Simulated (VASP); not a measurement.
# Cd (P6_3/mmc) in VASP: a series of runs

The runs below take Cd through single point, relaxation of volume and atoms at fixed shape, with LDA.

Program: VASP 6.6.1. These are calculated values, not measurements. Logs are shortened: lines on timing, memory, paths and dates and some standing lists are left out, and cuts for length are marked.

### 1 The cell of the first run

The structure is hexagonal, space group P6_3/mmc (No. 194). Conventional cell: a = 2.908 Å, b = 2.908 Å, c = 5.483 Å, α = 90.00°, β = 90.00°, γ = 120.00°. Within 3.8 Å of Cd (site symmetry -6m2) lie 12 Cd at 2.91 to 3.21 Å.

### 2 Single point, LDA

File INCAR:

```
PREC = Accurate ; ENCUT = 520
EDIFF = 1E-6 ; ISMEAR = 0
SIGMA = 0.1 ; LREAL = False
LASPH = True ; NELM = 60
ALGO = Normal ; ISIF = 2
LWAVE = False ; LCHARG = False
NBANDS = 19
```

File KPOINTS:

```
Automatic mesh
0
Gamma
  9 9 4
```

File POSCAR:

```
Cd
1.0
    2.9076010114      0.0000000000      0.0000000000
   -1.4538005057      2.5180563400      0.0000000000
    0.0000000000      0.0000000000      5.4832487223
Cd
2
Direct
    0.3333333333      0.6666666667      0.2500000000
    0.6666666667      0.3333333333      0.7500000000
```

Potentials or basis: VASP PAW LDA potentials, release 64 (Cd).

Started as:

```bash
cat potpaw_LDA.64/Cd/POTCAR > POTCAR
mpirun -np 1 vasp_std > vasp.out
```

OUTCAR:

```text
PREC = Accurate
   ENCUT = 520
   EDIFF = 1E-6
   ISMEAR = 0
   LREAL = False
   LASPH = True
   NELM = 60
   ISIF = 2

 ion  position               nearest neighbor table
   1  0.333  0.667  0.250-   2 3.21   2 3.21   2 3.21   2 3.21   2 3.21   2 3.21
   2  0.667  0.333  0.750-   1 3.21   1 3.21   1 3.21   1 3.21   1 3.21   1 3.21

  LATTYP: Found a hexagonal cell.
 ALAT       =     2.9076010114
 C/A-ratio  =     1.8858325818

  Lattice vectors:

 A1 = (   2.9076010114,   0.0000000000,   0.0000000000)
 A2 = (  -1.4538005057,   2.5180563400,   0.0000000000)
 A3 = (   0.0000000000,   0.0000000000,   5.4832487223)

Analysis of symmetry for initial positions (statically):
=====================================================================
 Subroutine PRICEL returns:
 Original cell was already a primitive cell.

 Routine SETGRP: Setting up the symmetry group for a
 hexagonal supercell.

 Subroutine GETGRP returns: Found 24 space group operations
 (whereof 12 operations were pure point group operations)
 out of a pool of 24 trial point group operations.

The static configuration has the point symmetry D_3d.
 The point group associated with its full space group is D_6h.

Analysis of symmetry for dynamics (positions and initial velocities):
=====================================================================
 Subroutine PRICEL returns:
 Original cell was already a primitive cell.

 Routine SETGRP: Setting up the symmetry group for a
 hexagonal supercell.

 Subroutine GETGRP returns: Found 24 space group operations
 (whereof 12 operations were pure point group operations)
 out of a pool of 24 trial point group operations.

The dynamic configuration has the point symmetry D_3d.
 The point group associated with its full space group is D_6h.

 Subroutine INISYM returns: Found 24 space group operations
 (whereof 12 operations are pure point group operations),
 and found     1 'primitive' translations

----------------------------------------------------------------------------------------

                                     Primitive cell

  volume of cell :      40.1456

  direct lattice vectors                    reciprocal lattice vectors
     2.907601011  0.000000000  0.000000000     0.343926143  0.198565851  0.000000000
    -1.453800506  2.518056340  0.000000000     0.000000000  0.397131702  0.000000000
     0.000000000  0.000000000  5.483248722     0.000000000  0.000000000  0.182373635

  length of vectors
     2.907601011  2.907601011  5.483248722     0.397131702  0.397131702  0.182373635

  position of ions in fractional coordinates (direct lattice)
     0.333333333  0.666666667  0.250000000
     0.666666667  0.333333333  0.750000000

  ion indices of the primitive-cell ions
   primitive index   ion index
                 1           1
                 2           2

----------------------------------------------------------------------------------------

 KPOINTS: Automatic mesh

Automatic generation of k-mesh.
 Grid dimensions read from file:
 generate k-points for:    9    9    4

 Generating k-lattice:

  Cartesian coordinates                     Fractional coordinates (reciprocal lattice)
     0.038214016  0.022062872  0.000000000     0.111111111 -0.000000000  0.000000000
     0.000000000  0.044125745  0.000000000     0.000000000  0.111111111  0.000000000
     0.000000000  0.000000000  0.045593409     0.000000000  0.000000000  0.250000000

  Length of vectors
     0.044125745  0.044125745  0.045593409

  Shift w.r.t. Gamma in fractional coordinates (k-lattice)
     0.000000000  0.000000000  0.000000000

 Subroutine IBZKPT returns following result:
 ===========================================

 Found     36 irreducible k-points:

 Following reciprocal coordinates:
            Coordinates               Weight
  0.000000  0.000000  0.000000      1.000000
  0.111111  0.000000  0.000000      6.000000
  0.222222  0.000000  0.000000      6.000000
  0.333333  0.000000  0.000000      6.000000
  0.444444  0.000000  0.000000      6.000000
  0.111111  0.111111  0.000000      6.000000
[... 16 lines left out ...]
  0.333333  0.222222  0.250000     24.000000
  0.333333  0.333333  0.250000      4.000000
 [... further k-points ...]
   k-points           NKPTS =     36   k-points in BZ     NKDIM =     36   number of bands    NBANDS=     19
   number of dos      NEDOS =    301   number of ions     NIONS =      2
   total plane-waves  NPLWV =  24192
   dimension x,y,z NGX =    24 NGY =   24 NGZ =   42
   dimension x,y,z NGXF=    48 NGYF=   48 NGZF=   84
   ions per type =               2
   NGX,Y,Z   is equivalent  to a cutoff of  13.72, 13.72, 12.73 a.u.
   NGXF,Y,Z  is equivalent  to a cutoff of  27.44, 27.44, 25.47 a.u.
 SYSTEM =  unknown system
   PREC   = accura    normal or accurate (medium, high low for compatibility)
   ISTART =      0    job   : 0-new  1-cont  2-samecut
   ICHARG =      2    charge: 1-file 2-atom 10-const
   ISPIN  =      1    spin polarized calculation?
   LNONCOLLINEAR =      F non collinear calculations
   LSORBIT =      F    spin-orbit coupling
   LASPH  =      T    aspherical Exc in radial PAW
   ENCUT  =  520.0 eV  38.22 Ry    6.18 a.u.   5.41  5.41 10.20*2*pi/ulx,y,z
   NELM   =     60;   NELMIN=  2; NELMDL= -5     # of ELM steps
   EDIFF  = 0.1E-05   stopping-criterion for ELM
   LREAL  =      F    real-space projection
   EDIFFG = 0.1E-04   stopping-criterion for IOM
   NSW    =      0    number of steps for IOM
   IBRION =     -1    ionic relax: 0-MD 1-quasi-New 2-CG
   NFREE  =      0    steps in history (QN), initial steepest desc. (CG)
   ISIF   =      2    stress and relaxation
   ISYM   =      2    0-nonsym 1-usesym 2-fastsym
   POTIM  = 0.5000    time-step for ionic-motion
   TEBEG  =    0.0;   TEEND  =   0.0 temperature during run
   PSTRESS=    0.0 pullay stress
   NELECT =      24.0000    total number of electrons
   NUPDOWN=      -1.0000    fix difference up-down
   EMIN   =  10.00;   EMAX   =-10.00  energy-range for DOS
   EFERMI =   0.00;   METHOD = LEGACY
   ISMEAR =     0;   SIGMA  =   0.10  broadening in eV -4-tet -1-fermi 0-gaus
   EFERMI_NEDOS =   21; number of points for ismear=-14 and -15
   IALGO  =     38    algorithm
   IMIX   =      4    mixing-type and parameters
     AMIX     =   0.40;   BMIX     =  1.00
     AMIX_MAG =   1.60;   BMIX_MAG =  1.00
  volume/ion in A,a.u.               =      20.07       135.46
  Fermi-wavevector in a.u.,A,eV,Ry     =   1.379111  2.606142 25.877557  1.901947
  Thomas-Fermi vector in A             =   2.504110
   LORBIT       =      0    0 simple, 1 ext, 2 COOP (PROOUT), +10 PAW based schemes
   GGA     = CA    functional components
   LHFCALC =     F    Hartree Fock is set to
   AEXX    =    0.0000 exact exchange contribution
   IVDW    =     0    specifies the selected vdW correction
   LEPSILON=     F    determine dielectric tensor
   LRPA    =     F    only Hartree local field effects (RPA)
 non-spin polarized calculation
 Gauss-broadening in eV      SIGMA  =   0.10
  energy-cutoff  :      520.00
  volume of cell :       40.15
 maximum number of plane-waves:      1101
 NGX is ok and might be reduce to    24
   NGX = 11   NGY = 11   NGZ = 21

 number of electron      24.0000014 magnetization

 Free energy of the ion-electron system (eV)
  ---------------------------------------------------
  ext. energy  EPLUGINS =         0.00000000
  ---------------------------------------------------
  free energy    TOTEN  =        -3.00191052 eV

  energy without entropy =       -2.99607028  energy(sigma->0) =       -2.99899040

 E-fermi :   3.5503     XC(G=0): -11.7596

 val. band max:        3.5361877761   @ k =   0.3333   0.2222   0.2500
 cond. band min:       3.6591023257   @ k =   0.3333   0.3333   0.2500
 fundamental gap:      0.1229145496
 Fermi energy:         3.5503483930

 k-point     1 :       0.0000    0.0000    0.0000
  band No.  band energies     occupation
      1      -6.9111      2.00000
      2      -6.6223      2.00000
      3      -6.1252      2.00000
      4      -6.1252      2.00000
      5      -6.0908      2.00000
      6      -6.0639      2.00000
[... 11 lines left out ...]
     18      18.9748      0.00000
     19      19.4952      0.00000

 k-point     2 :       0.1111    0.0000    0.0000
  band No.  band energies     occupation
      1      -6.7711      2.00000
      2      -6.4638      2.00000
      3      -6.1893      2.00000
      4      -6.1112      2.00000
      5      -5.9945      2.00000
      6      -5.9378      2.00000
[... 11 lines left out ...]
     18      18.8183      0.00000
     19      19.7995      0.00000

 k-point     3 :       0.2222    0.0000    0.0000
  band No.  band energies     occupation
      1      -6.6861      2.00000
      2      -6.4200      2.00000
      3      -6.2001      2.00000
      4      -5.9962      2.00000
      5      -5.9484      2.00000
      6      -5.6814      2.00000
[... 11 lines left out ...]
     18      16.6007      0.00000
     19      17.3405      0.00000

 k-point     4 :       0.3333    0.0000    0.0000
  band No.  band energies     occupation
      1      -6.8775      2.00000
      2      -6.6483      2.00000
      3      -6.3877      2.00000
      4      -5.9268      2.00000
      5      -5.9088      2.00000
      6      -5.7668      2.00000
[... 11 lines left out ...]
     18      16.9464      0.00000
     19      17.9777      0.00000

 k-point     5 :       0.4444    0.0000    0.0000
  band No.  band energies     occupation
      1      -7.0253      2.00000
      2      -6.8002      2.00000
      3      -6.6087      2.00000
      4      -6.0452      2.00000
      5      -5.8329      2.00000
      6      -5.7634      2.00000
[... 11 lines left out ...]
     18      16.7688      0.00000
     19      16.8794      0.00000
[... 334 lines left out ...]
      2      -6.7458      2.00000
      3      -6.5607      2.00000
      4      -6.2827      2.00000
      5      -5.8719      2.00000
      6      -5.5184      2.00000
[... 11 lines left out ...]
     18      13.0061      0.00000
     19      17.3484      0.00000

 k-point    22 :       0.2222    0.2222    0.2500
  band No.  band energies     occupation
      1      -6.4948      2.00000
      2      -6.4231      2.00000
      3      -6.2838      2.00000
      4      -6.2333      2.00000
      5      -6.0231      2.00000
      6      -5.7677      2.00000
[... 11 lines left out ...]
     18      13.7852      0.00000
     19      15.7745      0.00000

 k-point    23 :       0.3333    0.2222    0.2500
  band No.  band energies     occupation
      1      -6.5269      2.00000
      2      -6.4634      2.00000
      3      -6.2717      2.00000
      4      -6.2283      2.00000
      5      -6.0617      2.00000
      6      -5.6695      2.00000
[... 11 lines left out ...]
     18      12.1438      0.00000
     19      14.8519      0.00000

 k-point    24 :       0.3333    0.3333    0.2500
  band No.  band energies     occupation
      1      -6.3763      2.00000
      2      -6.2652      2.00000
      3      -6.2652      2.00000
      4      -6.0218      2.00000
      5      -5.9462      2.00000
      6      -5.9462      2.00000
[... 11 lines left out ...]
     18      11.5264      0.00000
     19      12.8997      0.00000

 [... further k-points ...]
[... 5 lines left out ...]
  --------------------------------------------------------------------------------------
  -------------------------------------------------------------------------------------
  Total        0.0314920      0.0314920      0.4443754      0.0000000      0.0000000      0.0000000
  in kB        1.2568180      1.2568180     17.7346405      0.0000000      0.0000000      0.0000000
  external PRESSURE =       6.7494255 kB  Pullay stress =       0.0000000 kB

 VOLUME and BASIS-vectors are now :
 -----------------------------------------------------------------------------
  energy-cutoff  :      520.00
  volume of cell :       40.15
      direct lattice vectors                 reciprocal lattice vectors
     2.907601011  0.000000000  0.000000000     0.343926143  0.198565851  0.000000000
    -1.453800506  2.518056340  0.000000000     0.000000000  0.397131702  0.000000000
     0.000000000  0.000000000  5.483248722     0.000000000  0.000000000  0.182373635

 POSITION                                       TOTAL-FORCE (eV/Angst)
 -----------------------------------------------------------------------------------
     -0.00000      1.67870      1.37081         0.000000     -0.000000     -0.000000
      1.45380      0.83935      4.11244        -0.000000      0.000000      0.000000
 -----------------------------------------------------------------------------------
    total drift:                               -0.000000      0.000000      0.000000

  FREE ENERGIE OF THE ION-ELECTRON SYSTEM (eV)
  ---------------------------------------------------
  free  energy   TOTEN  =        -3.0019105247 eV

  energy  without entropy=       -2.9960702844  energy(sigma->0) =       -2.99899040
```

It took 18 s on 1 thread of Intel Xeon 8259CL, shared host; peak memory 0.15 GiB.

What came out:

- Free energy: -3.0019 eV
- Pressure: 0.7 GPa
- Band gap on the k mesh: zero (band 12 reaches 4.33 eV, above the bottom of band 13 at 0.27 eV)

Stress tensor (GPa, compression positive):
```
0.13 0.00 0.00
0.00 0.13 0.00
0.00 0.00 1.77
```

Levels at points of the mesh, in eV from the Fermi level:
```tsv
k point	band 8	band 9	band 10	band 11	band 12	band 13	band 14	band 15	band 16	band 17
(0.00, 0.00, 0.00)	-9.06	-9.06	-8.76	-8.76	-3.65	-3.28	10.68	14.59	15.31	15.31
(0.00, 0.00, 0.50)	-8.89	-8.89	-8.89	-8.07	-8.07	3.64	3.64	14.92	14.92	16.28
```

(Part 1 of 2 ends here.)
